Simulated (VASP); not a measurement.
Write the native input for VASP 6.6.1 that does the following.

```yaml
Task: single point
Functional: PBE
Potentials_or_basis: VASP PAW PBE potentials, release 64 (Be, Se, O)
Cutoff: 520 eV
k_mesh: 6 × 6 × 6
Occupations: gaussian, width 0.1 eV
Spin: no spin polarisation
Dipole_correction: no
Further_INCAR_settings: ALGO = Normal; EDIFF = 1e-07; NBANDS = 21
```

The structure of Be3Se2O lies in POSCAR:

```
Be3Se2O
1.0
    5.2938749300      0.0000000000      0.0000000000
   -2.6469374700      4.5846301800      0.0000000000
    0.0000000000      0.0000000000      3.5039033500
Be Se O
3 2 1
Direct
    0.5000000000      0.0000000000      0.5000000000
    0.0000000000      0.5000000000      0.5000000000
    0.5000000000      0.5000000000      0.5000000000
    0.6666666700      0.3333333300      0.0000000000
    0.3333333300      0.6666666700      0.0000000000
    0.0000000000      0.0000000000      0.0000000000
```

The input as run:

INCAR

```
SYSTEM = Be3Se2O
PREC     = Accurate       ! precision mode
ENCUT    = 520            ! plane-wave cutoff, eV
EDIFF    = 1E-7           ! SCF threshold, eV
ISMEAR   = 0              ! smearing method
SIGMA    = 0.1            ! smearing width, eV
LREAL    = .False.        ! projectors in reciprocal space
LASPH    = .True.         ! aspherical terms in the spheres
NELM     = 100            ! most SCF steps
ALGO     = Normal         ! electronic algorithm
ISIF     = 2              ! what is computed and relaxed
LWAVE    = .False.        ! write WAVECAR
LCHARG   = .False.        ! write CHGCAR
GGA      = PE             ! functional
NBANDS   = 21             ! bands
```

KPOINTS

```
regular mesh
0
Gamma
  6 6 6
  0 0 0
```

Potentials or basis: VASP PAW PBE potentials, release 64 (Be, Se, O).

Command:

```bash
$ cat potpaw_PBE.64/Be/POTCAR potpaw_PBE.64/Se/POTCAR potpaw_PBE.64/O/POTCAR > POTCAR
$ mpirun -np 1 vasp_std > vasp.out
```

Results of the run:

The pressure is 1.6 GPa. The band gap on the k mesh is zero (band 12 reaches 4.76 eV, above the bottom of band 13 at 4.11 eV).

Run time: 56 s on 1 thread of AMD EPYC 7R13 Processor (Zen 3), with other jobs on the host, peak memory 0.19 GiB.
